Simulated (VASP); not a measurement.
Here is a VASP 6.6.1 calculation.

POSCAR

```
InP
1.0
    0.0000000000      2.9537876370      2.9537876370
    3.0084327083      0.0000000000      2.9537876370
    3.0084327083      2.9537876370      0.0000000000
In P
1 1
Direct
    0.0000000000      0.0000000000      0.0000000000
    0.2500000000      0.2500000000      0.2500000000
```

INCAR.step1

```
ALGO = Normal ; EDIFF = 1E-4
ENCUT = 520 ; GGA = PE
ISMEAR = 0 ; LASPH = True
LCHARG = False ; LREAL = False
LWAVE = True ; NBANDS = 16
NELM = 80 ; PREC = Accurate
SIGMA = 0.01
```

Contents of INCAR.step2:

```
ALGO = Normal ; EDIFF = 1E-6
ENCUT = 520 ; ISIF = 2
ISMEAR = 0 ; ISTART = 1
LASPH = True ; LCHARG = True
LELF = True ; LMIXTAU = True
LREAL = False ; LVHAR = True
LWAVE = False ; METAGGA = R2SCAN
NBANDS = 16 ; NELM = 80
PREC = Accurate ; SIGMA = 0.01
```

File KPOINTS:

```
k-points
0
Gamma
  8 8 8
```

Potentials or basis: VASP PAW PBE potentials, release 64 (In_d, P).

Command:

```console
$ cat potpaw_PBE.64/In_d/POTCAR potpaw_PBE.64/P/POTCAR > POTCAR
$ cp INCAR.step1 INCAR
$ mpirun -np 1 vasp_std > vasp.out
$ cp INCAR.step2 INCAR
$ mpirun -np 1 vasp_std > vasp.out
```

(1) What does it give for the band gap on the k mesh?

(2) What does it give for the pressure?

Results:

(1) 0.89 eV, direct.

(2) -1.3 GPa.

Caveat: the cell differs from its parent crystal (uniaxial x strain +1.9%); the PAW data sets were made with another functional, which shifts forces and pressure a little; spin-orbit coupling is left out, which moves the levels of the heavy elements.
